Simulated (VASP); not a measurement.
Crystal: CdS.

```
CELL_PARAMETERS angstrom
0.00000 2.93921 2.79225
2.93921 0.00000 2.79225
2.93921 2.93921 0.00000
ATOMIC_POSITIONS crystal
Cd 0.00000 0.00000 0.00000
S 0.25000 0.25000 0.25000
```

This cell differs from its parent crystal: uniaxial z strain -5.0%.

Base run:

| Quantity | Value |
| --- | --- |
| Program | VASP 6.6.1 |
| Functional | PBE |
| Potentials or basis | VASP PAW PBE potentials, release 64 (Cd, S) |
| Cutoff | 520 eV |
| k mesh | 8 × 8 × 8 |
| Occupations | fermi-dirac, width 0.02 eV |
| Spin | no spin polarisation |

Its results: band gap on the k mesh 1.11 eV, direct; pressure 5.1 GPa.

Q: The run is repeated on the same cell with these changes: potentials or basis from VASP PAW PBE potentials, release 64 (Cd, S) to VASP PAW PBE potentials, release 64 (Cd_sv_GW, S); cutoff from 520 eV to 540 eV; further incar settings from ALGO = Normal; EDIFF = 1e-06; NBANDS = 16 to ALGO = Normal; EDIFF = 1e-06; NBANDS = 20; valence electrons from 18 to 26. What comes out?

A: Band gap on the k mesh 1.11 eV, direct; pressure 3.7 GPa.

